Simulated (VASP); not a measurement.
# BN in VASP: relaxation of the atoms with PBEsol

Aim: the relaxation of the atoms of BN with PBEsol.

Program: VASP 6.6.1. These are calculated values, not measurements. Logs are shortened: lines on timing, memory, paths and dates and some standing lists are left out, and cuts for length are marked.

### 1 The cell of the first run

The cell holds a slab with vacuum, 8 atoms: a = 2.504 Å, b = 2.504 Å, c = 25.529 Å, α = 90.00°, β = 90.00°, γ = 120.00°.

### 2 Relaxation of the atoms, PBEsol

Contents of INCAR:

```
ALGO     = Normal         # electronic algorithm
DIPOL    = 0.5 0.5 0.500
EDIFF    = 1E-6           # SCF threshold, eV
EDIFFG   = -0.02          # ionic threshold
ENCUT    = 520            # plane-wave cutoff, eV
GGA      = PS             # functional
IBRION   = 2              # ionic algorithm
IDIPOL   = 3            
ISIF     = 2              # what is computed and relaxed
ISMEAR   = 0              # smearing method
LASPH    = True           # aspherical terms in the spheres
LCHARG   = False          # write CHGCAR
LDIPOL   = True         
LREAL    = False          # projectors in reciprocal space
LWAVE    = False          # write WAVECAR
NELM     = 80             # most SCF steps
NSW      = 80             # ionic steps
PREC     = Accurate       # precision mode
SIGMA    = 0.05           # smearing width, eV
```

Contents of KPOINTS:

```
k-points
0
Gamma
  12 12 1
```

Contents of POSCAR:

```
BN
1.0
    2.5043488730      0.0000000000      0.0000000000
   -1.2521744365      2.1688297439      0.0000000000
    0.0000000000      0.0000000000     25.5286415822
B N
4 4
Direct
    0.6666666667      0.3333333333      0.2937876650
    0.3333333333      0.6666666667      0.4312625550
    0.6666666667      0.3333333333      0.5687374450
    0.3333333333      0.6666666667      0.7062123350
    0.3333333333      0.6666666667      0.2937876650
    0.6666666667      0.3333333333      0.4312625550
    0.3333333333      0.6666666667      0.5687374450
    0.6666666667      0.3333333333      0.7062123350
```

Potentials or basis: VASP PAW PBE potentials, release 64 (B, N).

Command:

```
> cat potpaw_PBE.64/B/POTCAR potpaw_PBE.64/N/POTCAR > POTCAR
> mpirun -np 1 vasp_std > vasp.out
```

OUTCAR:

```text
EDIFF = 1E-6
   EDIFFG = -0.02
   ENCUT = 520
   GGA = PS
   IBRION = 2
   ISIF = 2
   ISMEAR = 0
   LASPH = True
   LREAL = False
   NELM = 80
   NSW = 80
   PREC = Accurate

 ion  position               nearest neighbor table
   1  0.667  0.333  0.294-   5 1.45   5 1.45   5 1.45
   2  0.333  0.667  0.431-   6 1.45   6 1.45   6 1.45
   3  0.667  0.333  0.569-   7 1.45   7 1.45   7 1.45
   4  0.333  0.667  0.706-   8 1.45   8 1.45   8 1.45
   5  0.333  0.667  0.294-   1 1.45   1 1.45   1 1.45
   6  0.667  0.333  0.431-   2 1.45   2 1.45   2 1.45
   7  0.333  0.667  0.569-   3 1.45   3 1.45   3 1.45
   8  0.667  0.333  0.706-   4 1.45   4 1.45   4 1.45

  LATTYP: Found a hexagonal cell.
 ALAT       =     2.5043488730
 C/A-ratio  =    10.1937241482

  Lattice vectors:

 A1 = (   2.5043488730,   0.0000000000,   0.0000000000)
 A2 = (  -1.2521744365,   2.1688297439,   0.0000000000)
 A3 = (   0.0000000000,   0.0000000000,  25.5286415822)

Analysis of symmetry for initial positions (statically):
=====================================================================
 Subroutine PRICEL returns:
 Original cell was already a primitive cell.

 Routine SETGRP: Setting up the symmetry group for a
 hexagonal supercell.

 Subroutine GETGRP returns: Found 12 space group operations
 (whereof 12 operations were pure point group operations)
 out of a pool of 24 trial point group operations.

The static configuration has the point symmetry D_3d.

Analysis of symmetry for dynamics (positions and initial velocities):
=====================================================================
 Subroutine PRICEL returns:
 Original cell was already a primitive cell.

 Routine SETGRP: Setting up the symmetry group for a
 hexagonal supercell.

 Subroutine GETGRP returns: Found 12 space group operations
 (whereof 12 operations were pure point group operations)
 out of a pool of 24 trial point group operations.

The dynamic configuration has the point symmetry D_3d.

 Subroutine INISYM returns: Found 12 space group operations
 (whereof 12 operations are pure point group operations),
 and found     1 'primitive' translations

----------------------------------------------------------------------------------------

                                     Primitive cell

  volume of cell :     138.6590

  direct lattice vectors                    reciprocal lattice vectors
     2.504348873  0.000000000  0.000000000     0.399305389  0.230539074  0.000000000
    -1.252174437  2.168829744  0.000000000     0.000000000  0.461078147  0.000000000
     0.000000000  0.000000000 25.528641582     0.000000000  0.000000000  0.039171689

  length of vectors
     2.504348873  2.504348873 25.528641582     0.461078147  0.461078147  0.039171689

  position of ions in fractional coordinates (direct lattice)
     0.666666667  0.333333333  0.293787665
     0.333333333  0.666666667  0.431262555
     0.666666667  0.333333333  0.568737445
     0.333333333  0.666666667  0.706212335
     0.333333333  0.666666667  0.293787665
     0.666666667  0.333333333  0.431262555
     0.333333333  0.666666667  0.568737445
     0.666666667  0.333333333  0.706212335

  ion indices of the primitive-cell ions
   primitive index   ion index
                 1           1
                 2           2
[... 88 lines left out ...]
   EFERMI_NEDOS =   21; number of points for ismear=-14 and -15
   IALGO  =     38    algorithm
   IMIX   =      4    mixing-type and parameters
     AMIX     =   0.40;   BMIX     =  1.00
     AMIX_MAG =   1.60;   BMIX_MAG =  1.00
  volume/ion in A,a.u.               =      17.33       116.96
  Fermi-wavevector in a.u.,A,eV,Ry     =   1.004174  1.897613 13.719635  1.008365
  Thomas-Fermi vector in A             =   2.136773
   LORBIT       =      0    0 simple, 1 ext, 2 COOP (PROOUT), +10 PAW based schemes
   GGA     = PS    functional components
   LHFCALC =     F    Hartree Fock is set to
   AEXX    =    0.0000 exact exchange contribution
   IVDW    =     0    specifies the selected vdW correction
   LEPSILON=     F    determine dielectric tensor
   LRPA    =     F    only Hartree local field effects (RPA)
 conjugate gradient relaxation of ions
 non-spin polarized calculation
 Gauss-broadening in eV      SIGMA  =   0.05
  energy-cutoff  :      520.00
  volume of cell :      138.66
 maximum number of plane-waves:      3767
 NGX is ok and might be reduce to    20
   NGX =  9   NGY =  9   NGZ = 95

--------------------------------------- Ionic step        1  -------------------------------------------

 number of electron      31.9999999 magnetization

 Free energy of the ion-electron system (eV)
  ---------------------------------------------------
  ext. energy  EPLUGINS =         0.00000000
  ---------------------------------------------------
  free energy    TOTEN  =       -73.13103399 eV

  energy without entropy =      -73.13103399  energy(sigma->0) =      -73.13103399

------------------------ aborting loop because EDIFF is reached ----------------------------------------

  FORCE on cell =-STRESS in cart. coord.  units (eV):
  Direction    XX          YY          ZZ          XY          YZ          ZX
  --------------------------------------------------------------------------------------
  -------------------------------------------------------------------------------------
  Total        0.1997080      0.1997080     -0.0616819      0.0000000     -0.0000000     -0.0000000
  in kB        2.3075871      2.3075871     -0.7127226      0.0000000     -0.0000000     -0.0000000
  external PRESSURE =       1.3008172 kB  Pullay stress =       0.0000000 kB

 VOLUME and BASIS-vectors are now :
 -----------------------------------------------------------------------------
  energy-cutoff  :      520.00
  volume of cell :      138.66
      direct lattice vectors                 reciprocal lattice vectors
     2.504348873  0.000000000  0.000000000     0.399305389  0.230539074  0.000000000
    -1.252174437  2.168829744  0.000000000     0.000000000  0.461078147  0.000000000
     0.000000000  0.000000000 25.528641582     0.000000000  0.000000000  0.039171689

 POSITION                                       TOTAL-FORCE (eV/Angst)
 -----------------------------------------------------------------------------------
      1.25217      0.72294      7.50000        -0.000000     -0.000000      0.025776
     -0.00000      1.44589     11.00955         0.000000      0.000000      0.000177
      1.25217      0.72294     14.51909        -0.000000     -0.000000     -0.000177
     -0.00000      1.44589     18.02864        -0.000000      0.000000     -0.025776
     -0.00000      1.44589      7.50000         0.000000     -0.000000     -0.027496
      1.25217      0.72294     11.00955         0.000000      0.000000     -0.000176
     -0.00000      1.44589     14.51909         0.000000      0.000000      0.000176
      1.25217      0.72294     18.02864        -0.000000      0.000000      0.027496
 -----------------------------------------------------------------------------------
    total drift:                                0.000000     -0.000000      0.000000

  FREE ENERGIE OF THE ION-ELECTRON SYSTEM (eV)
  ---------------------------------------------------
  free  energy   TOTEN  =       -73.1310339894 eV

  energy  without entropy=      -73.1310339894  energy(sigma->0) =      -73.13103399

--------------------------------------- Ionic step        2  -------------------------------------------

 number of electron      31.9999999 magnetization

 dipolmoment           0.000000      0.000000     -0.000000 electrons x Angstroem

 Free energy of the ion-electron system (eV)
  ---------------------------------------------------
  ext. energy  EPLUGINS =         0.00000000
  ---------------------------------------------------
  free energy    TOTEN  =       -73.13107441 eV

  energy without entropy =      -73.13107441  energy(sigma->0) =      -73.13107441

 E-fermi :  -1.3803     XC(G=0):  -5.7418

 val. band max:       -1.6887445949   @ k =   0.3333   0.3333   0.0000
 cond. band min:       2.6255370213   @ k =   0.5000   0.0000   0.0000
 fundamental gap:      4.3142816162
 Fermi energy:        -1.3803299176

 k-point     1 :       0.0000    0.0000    0.0000
  band No.  band energies     occupation
      1     -19.3903      2.00000
      2     -19.3369      2.00000
      3     -19.2757      2.00000
      4     -19.2307      2.00000
      5      -7.6229      2.00000
      6      -7.2419      2.00000
[... 445 lines left out ...]
     20       2.9949      0.00000
     21       9.2207      0.00000

------------------------ aborting loop because EDIFF is reached ----------------------------------------

 vacuum level on the upper side and lower side of the slab       (xc-potential included)        -0.234        -0.234

  FORCE on cell =-STRESS in cart. coord.  units (eV):
  Direction    XX          YY          ZZ          XY          YZ          ZX
  --------------------------------------------------------------------------------------
  -------------------------------------------------------------------------------------
  Total        0.1997332      0.1997332     -0.0656851      0.0000000     -0.0000000      0.0000000
  in kB        2.3078778      2.3078778     -0.7589785      0.0000000     -0.0000000      0.0000000
  external PRESSURE =       1.2855924 kB  Pullay stress =       0.0000000 kB

 VOLUME and BASIS-vectors are now :
 -----------------------------------------------------------------------------
  energy-cutoff  :      520.00
  volume of cell :      138.66
      direct lattice vectors                 reciprocal lattice vectors
     2.504348873  0.000000000  0.000000000     0.399305389  0.230539074  0.000000000
    -1.252174437  2.168829744  0.000000000     0.000000000  0.461078147  0.000000000
     0.000000000  0.000000000 25.528641582     0.000000000  0.000000000  0.039171689

 POSITION                                       TOTAL-FORCE (eV/Angst)
 -----------------------------------------------------------------------------------
      1.25217      0.72294      7.50124         0.000000      0.000000     -0.010600
     -0.00000      1.44589     11.00956        -0.000000      0.000000     -0.000215
      1.25217      0.72294     14.51909         0.000000      0.000000      0.000215
     -0.00000      1.44589     18.02740        -0.000000     -0.000000      0.010600
     -0.00000      1.44589      7.49867        -0.000000      0.000000      0.009553
      1.25217      0.72294     11.00954         0.000000     -0.000000     -0.000169
     -0.00000      1.44589     14.51910         0.000000      0.000000      0.000169
      1.25217      0.72294     18.02997         0.000000     -0.000000     -0.009553
 -----------------------------------------------------------------------------------
    total drift:                               -0.000000     -0.000000     -0.000000

  FREE ENERGIE OF THE ION-ELECTRON SYSTEM (eV)
  ---------------------------------------------------
  free  energy   TOTEN  =       -73.1310744051 eV

  energy  without entropy=      -73.1310744051  energy(sigma->0) =      -73.13107441

 reached required accuracy - stopping structural energy minimisation

 vacuum level on the upper side and lower side of the slab         3.990         3.990
```

Wall time 2 min (1 thread of Intel Xeon Platinum 8375C at 2.90GHz (Ice Lake), shared host); peak memory 0.28 GiB.

Results:

```
Free energy                  : -73.1311 eV
Energy gained by relaxing    : 0.0 meV/atom
Ionic steps                  : 2
Largest force after relaxing : 0.011 eV/Å
Band gap on the k mesh       : 4.31 eV (least direct gap 4.62 eV)
```

Forces on the atoms (eV/Å):
```
B    0.000  0.000 -0.011
B    0.000  0.000  0.000
B    0.000  0.000  0.000
B    0.000  0.000  0.011
N    0.000  0.000  0.010
N    0.000  0.000  0.000
N    0.000  0.000  0.000
N    0.000  0.000 -0.010
```

Final structure:
```
CELL_PARAMETERS angstrom
2.50435 0.00000 0.00000
-1.25217 2.16883 0.00000
0.00000 0.00000 25.52864
ATOMIC_POSITIONS crystal
B 0.66667 0.33333 0.29384
B 0.33333 0.66667 0.43126
B 0.66667 0.33333 0.56874
B 0.33333 0.66667 0.70616
N 0.33333 0.66667 0.29374
N 0.66667 0.33333 0.43126
N 0.33333 0.66667 0.56874
N 0.66667 0.33333 0.70626
```

Caveat: the PAW data sets were made with another functional, which shifts forces and pressure a little.
